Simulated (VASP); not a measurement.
Bi, 2 atoms in the cell. The structure is trigonal, space group R-3m (No. 166). Conventional cell: a = 4.653 Å, b = 4.653 Å, c = 12.121 Å, α = 90.00°, β = 90.00°, γ = 120.00°. Bi (site symmetry 3m) has 6 Bi at 3.14 to 3.61 Å within 4.1 Å. 

- Program: VASP 6.6.1
- Task: relaxation of cell and atoms
- Functional: PBE
- Potentials or basis: VASP PAW PBE potentials, release 64 (Bi_d)
- Cutoff: 600 eV
- k mesh: 9 × 9 × 9
- Occupations: fermi-dirac, width 0.05 eV
- Spin: no spin polarisation
- Dipole correction: no
- Further INCAR settings: ALGO = Normal; EDIFF = 1e-07; IBRION = 2; EDIFFG = -0.005; NSW = 100; ISIF = 3

Potentials or basis: VASP PAW PBE potentials, release 64 (Bi_d).

Run with:

```bash
$ cat potpaw_PBE.64/Bi_d/POTCAR > POTCAR
$ mpirun -np 1 vasp_std > vasp.out
```

Hardware: 1 thread of Intel(R) Xeon(R) Platinum 8559C (Emerald Rapids), with other jobs on the host.

Question: How long does it take, and how much memory?

Answer: Run time: 9.5 min on 1 thread of Intel(R) Xeon(R) Platinum 8559C (Emerald Rapids), on a shared host, peak memory 0.33 GiB. Counts: scf iterations 81, k points 85, ion steps 11.
